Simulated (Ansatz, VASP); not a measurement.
# Bi2Te3 in VASP and in Ansatz

```
Bi Te
1.0
     2.19300    1.26613    9.86070
    -2.19300    1.26613    9.86070
     0.00000   -2.53226    9.86070
Bi Te
2 3
Direct
  0.40000 0.40000 0.40000
  0.60000 0.60000 0.60000
  0.00000 0.00000 0.00000
  0.20950 0.20950 0.20950
  0.79050 0.79050 0.79050
```

Change from the starting cell: zz strain of -3 %.

Alike in both runs: task single point; functional PBE; k mesh 7 × 7 × 7; occupations fermi-dirac, width 0.08 eV; no spin polarisation.

```csv
,VASP,Ansatz
version,VASP 6.6.1,Ansatz 0.2.0
potentials or method,"VASP PAW PBE potentials, release 64 (Bi_d, Te), cutoff 520 eV","all-electron LAPW, scalar-relativistic"
```

Ansatz gave:

```
pressure (GPa)                                                : 3.8
traceless stress, the component that is largest in VASP (GPa) : 0.55
rms of the force components (eV/Å)                            : 0.079
```

Question: Which values does VASP return?

Answer: Pressure (GPa): 3.8; traceless stress, the component that is largest in VASP (GPa): 0.55; rms of the force components (eV/Å): 0.084.

Atom by atom the forces differ by 0.006 eV/Å (rms over components). Ansatz ran all-electron here, and VASP with PAW potentials.

Neither program's run includes spin-orbit coupling.
